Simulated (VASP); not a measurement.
Set up this calculation in VASP 6.6.1, as the native input.

```
Task                   : single point
Functional             : PBE
Potentials or basis    : VASP PAW PBE potentials, release 64 (F, V_sv)
Cutoff                 : 600 eV
k mesh                 : 7 × 7 × 4
Occupations            : fermi-dirac, width 0.05 eV
Spin                   : collinear spin, antiferromagnetic start
Starting moments       : [0.0, 3.0, -3.0] μB
Dipole correction      : no
Further INCAR settings : ALGO = Normal; EDIFF = 1e-06; NBANDS = 28
```

The structure of V2F lies in POSCAR:

```
V2F
1.0
    2.9849730000      0.0000000000      0.0000000000
   -1.4924870000      2.5850630000      0.0000000000
    0.0000000000      0.0000000000      4.8744410000
F V
1 2
Direct
    0.0000000000      0.0000000000      0.0000000000
    0.3333330000      0.6666670000      0.2500000000
    0.6666670000      0.3333330000      0.7500000000
```

The input as run:

INCAR

```
  ALGO = Normal
  EDIFF = 1E-6
  ENCUT = 600
  GGA = PE
  GGA_COMPAT = F
  ISIF = 2
  ISMEAR = -1
  ISPIN = 2
  LASPH = T
  LCHARG = F
  LMAXMIX = 4
  LORBIT = 11
  LREAL = F
  LWAVE = F
  MAGMOM = 0 3 -3
  NBANDS = 28
  NELM = 200
  PREC = Accurate
  SIGMA = 0.05
```

KPOINTS

```
k-points
0
Gamma
  7 7 4
```

Potentials or basis: VASP PAW PBE potentials, release 64 (F, V_sv).

Command:

```bash
$ cat potpaw_PBE.64/F/POTCAR potpaw_PBE.64/V_sv/POTCAR > POTCAR
$ mpirun -np 1 vasp_std > vasp.out
```

Results of the run:

| Quantity | Value |
| --- | --- |
| Pressure | 1.4 GPa |
| Largest force | 2.672 eV/Å |
| Net moment | 0.00 μB per cell |
| Site moments | F +0.00; V +1.05, -1.05 μB |
| Valence electrons inside the program's atomic spheres | F 6.14; V 11.42 |

Caveat: forces of over 1 eV/Å act on the atoms, so gaps and moduli don't describe the material at rest.

Run time: 45 s on 1 thread of AMD EPYC 9R45 96-Core Processor (Zen 5) (shared host), peak memory 0.17 GiB.
